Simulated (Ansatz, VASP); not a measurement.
## One calculation of ZnO, two programs

File POSCAR:

```
ZnO
1.0
    3.5538781085      0.0000000000      0.0000000000
   -1.7769390542      3.0777487239      0.0000000000
    0.0000000000      0.0000000000      4.6575658917
Zn O
2 2
Direct
    0.3333333333      0.6666666667      0.2500000000
    0.6666666667      0.3333333333      0.7500000000
    0.6666666667      0.3333333333      0.2500000000
    0.3333333333      0.6666666667      0.7500000000
```

Contents of INCAR.step1:

```
ALGO = Normal
EDIFF = 1E-4
ENCUT = 520
GGA = PE
ISMEAR = 0
LASPH = True
LCHARG = False
LREAL = False
LWAVE = True
NBANDS = 26
NELM = 60
PREC = Accurate
SIGMA = 0.01
```

INCAR.step2

```
ALGO = Normal
EDIFF = 1E-6
ENCUT = 520
ISIF = 2
ISMEAR = 0
ISTART = 1
LASPH = True
LCHARG = True
LELF = True
LMIXTAU = True
LREAL = False
LVHAR = True
LWAVE = False
METAGGA = R2SCAN
NBANDS = 26
NELM = 60
PREC = Accurate
SIGMA = 0.01
```

Contents of KPOINTS:

```
k-points
0
Gamma
  12 12 6
```

Input for Ansatz:

```yaml
crystal:
  lattice:
    - [3.5538781085, 0.0, 0.0]
    - [-1.7769390542, 3.0777487239, 0.0]
    - [0.0, 0.0, 4.6575658917]
  atoms:
    - { symbol: Zn, position: [0.3333333333, 0.6666666667, 0.25] }
    - { symbol: Zn, position: [0.6666666667, 0.3333333333, 0.75] }
    - { symbol: O, position: [0.6666666667, 0.3333333333, 0.25] }
    - { symbol: O, position: [0.3333333333, 0.6666666667, 0.75] }
kpoints:
  mp_grid: { grid: [12, 12, 6] }
  band_path:
    path:
      - [0.0, 0.0, 0.0]
      - [0.5, 0.0, 0.0]
      - [0.3333333333, 0.3333333333, 0.0]
      - [0.0, 0.0, 0.5]
      - [0.5, 0.0, 0.5]
      - [0.3333333333, 0.3333333333, 0.5]
    npoints: 1
hamiltonian:
  xc: r2scan
scf:
  occupations: { method: fixed }
  n_extra_bands: 5
output:
  forces: true
  stress: true
  eigenvalues: true
  write_density: true
  write_potential: true
  elf: true
  volumetric_format: npy
```

Change from the starting cell: hydrostatic strain +4.0%.

Alike in both runs: task single point; functional r2SCAN; k mesh 12 × 12 × 6; no spin polarisation.

|  | VASP | Ansatz |
| --- | --- | --- |
| version | VASP 6.6.1 | Ansatz 0.2.0 |
| potentials or method | VASP PAW PBE potentials, release 64 (Zn, O) | plane waves, PAW |
| plane-wave cutoff (eV) | 520 | 500 |
| occupations | gaussian, width 0.01 eV | fixed |
| valence electrons in the cell | 36 | 36 |

```tsv
	VASP	Ansatz	Ansatz less VASP
gap on the k mesh at the Fermi level (eV)	1.14	1.15	+0.011
pressure (GPa)	-13.9	-14.5	-0.67
traceless stress, the component that is largest in VASP (GPa)	2.05	2.36	+0.317
```

VASP's potentials were made for PBE, not for r2SCAN.
